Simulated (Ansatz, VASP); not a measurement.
# TaN in VASP and in Ansatz

Contents of INCAR:

```
ALGO = Normal
EDIFF = 1E-6
ENCUT = 520
GGA = PE
ISIF = 2
ISMEAR = -1
LASPH = T
LCHARG = T
LELF = T
LREAL = F
LVHAR = T
LWAVE = F
NBANDS = 33
NELM = 80
PREC = Accurate
SIGMA = 0.03
```

File KPOINTS:

```
k-points
0
Gamma
  5 5 8
```

File POSCAR:

```
TaN
1.0
    5.1849992558     -0.0518499926     -0.0518499926
   -2.6374030386      4.5162660704     -0.0189784145
   -0.0290800000     -0.0290800000      2.9080000000
Ta N
3 3
Direct
    0.0000000000      0.0000000000      0.0000000000
    0.3333333333      0.6666666667      0.5000000000
    0.6666666667      0.3333333333      0.5000000000
    0.5000000000      0.0000000000      0.0000000000
    0.5000000000      0.5000000000      0.0000000000
    0.0000000000      0.5000000000      0.0000000000
```

Input for Ansatz:

```yaml
crystal:
  lattice:
    - [5.1849992558, -0.0518499926, -0.0518499926]
    - [-2.6374030386, 4.5162660704, -0.0189784145]
    - [-0.02908, -0.02908, 2.908]
  atoms:
    - { symbol: Ta, position: [0.0, 0.0, 0.0] }
    - { symbol: Ta, position: [0.3333333333, 0.6666666667, 0.5] }
    - { symbol: Ta, position: [0.6666666667, 0.3333333333, 0.5] }
    - { symbol: "N", position: [0.5, 0.0, 0.0] }
    - { symbol: "N", position: [0.5, 0.5, 0.0] }
    - { symbol: "N", position: [0.0, 0.5, 0.0] }
kpoints:
  mp_grid: { grid: [5, 5, 8] }
  band_path:
    path:
      - [0.0, 0.0, 0.0]
      - [0.0, 0.0, 0.5]
      - [-0.5, 0.5, 0.0]
      - [0.0, 0.0, 0.0]
      - [0.0, -0.5, 0.0]
      - [-0.5, 0.0, 0.5]
      - [0.0, 0.0, 0.0]
      - [-0.5, 0.0, 0.0]
      - [0.0, -0.5, 0.5]
    npoints: 5
scf:
  occupations: { method: fermi_dirac, width: 0.03 }
hamiltonian:
  xc: pbe
  pseudopotentials: { kind: all_electron, lapw: { basis_error: 0.0005 } }
output:
  forces: true
  stress: true
  eigenvalues: true
```

Change from the starting cell: equal xy, yz and zx shear strains of -2 %.

Alike in both runs: task single point; functional PBE; k mesh 5 × 5 × 8; occupations fermi-dirac, width 0.03 eV; no spin polarisation.

|  | VASP | Ansatz |
| --- | --- | --- |
| version | VASP 6.6.1 | Ansatz 0.2.0 |
| potentials or method | VASP PAW PBE potentials, release 64 (Ta_pv, N), cutoff 520 eV | all-electron LAPW, scalar-relativistic |

```csv
,VASP,Ansatz,Ansatz less VASP
pressure (GPa),11.6,10.8,-0.80
"traceless stress, the component that is largest in VASP (GPa)",4.32,4.25,-0.070
rms of the force components (eV/Å),0.109,0.107,-0.0027
```

Atom by atom the forces differ by 0.003 eV/Å (rms over components). Ansatz ran all-electron here, and VASP with PAW potentials.

Spin-orbit coupling is off throughout.
